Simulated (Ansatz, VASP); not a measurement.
**Two plane-wave programs on Cs**

File INCAR:

```
PREC = Accurate ; ENCUT = 500
EDIFF = 1E-7 ; ISMEAR = -1
SIGMA = 0.05 ; LREAL = False
LASPH = True ; NELM = 120
ALGO = Normal ; ISIF = 3
LWAVE = False ; LCHARG = False
IBRION = 2 ; NSW = 60
EDIFFG = -0.005 ; GGA_COMPAT = False
NELMIN = 4
```

The input KPOINTS:

```
Automatic mesh
0
Gamma
  10 10 10
```

The input POSCAR:

```
Cs
1.0
   -2.8840784231      2.8840784231      2.8840784231
    2.8840784231     -2.8840784231      2.8840784231
    2.8840784231      2.8840784231     -2.8840784231
Cs
1
Direct
    0.0000000000      0.0000000000      0.0000000000
```

Input for Ansatz:

```yaml
crystal:
  lattice:
    - [-2.8840784231, 2.8840784231, 2.8840784231]
    - [2.8840784231, -2.8840784231, 2.8840784231]
    - [2.8840784231, 2.8840784231, -2.8840784231]
  atoms:
    - { symbol: Cs, position: [0.0, 0.0, 0.0] }
kpoints:
  mp_grid: { grid: [10, 10, 10] }
scf:
  occupations: { method: fermi_dirac, width: 0.05 }
hamiltonian:
  xc: lda
  pseudopotentials: { kind: paw }
output:
  forces: true
  stress: true
relax:
  f_tol: 0.005
  max_steps: 40
  cell: {}
```

Alike in both runs: task relaxation of cell and atoms; functional LDA; k mesh 10 × 10 × 10; occupations fermi-dirac, width 0.05 eV; no spin polarisation.

```csv
,VASP,Ansatz
version,VASP 6.6.1,Ansatz 0.2.0
potentials or method,"VASP PAW LDA potentials, release 64 (Cs_sv)","PAW with Ansatz's default frozen-core files, scalar-relativistic"
plane-wave cutoff (eV),500,420
valence electrons in the cell,9,9
```

```csv
,VASP,Ansatz,Ansatz less VASP
relaxed volume (Å³/atom),95.25,95.96,+0.703
relaxed length of the cell vector where the two differ most in proportion (Å),4.983,4.995,+0.0122
```

LDA's correlation is that of Perdew and Zunger in VASP and of Perdew and Wang (1992) in Ansatz.

Neither program's run includes spin-orbit coupling.
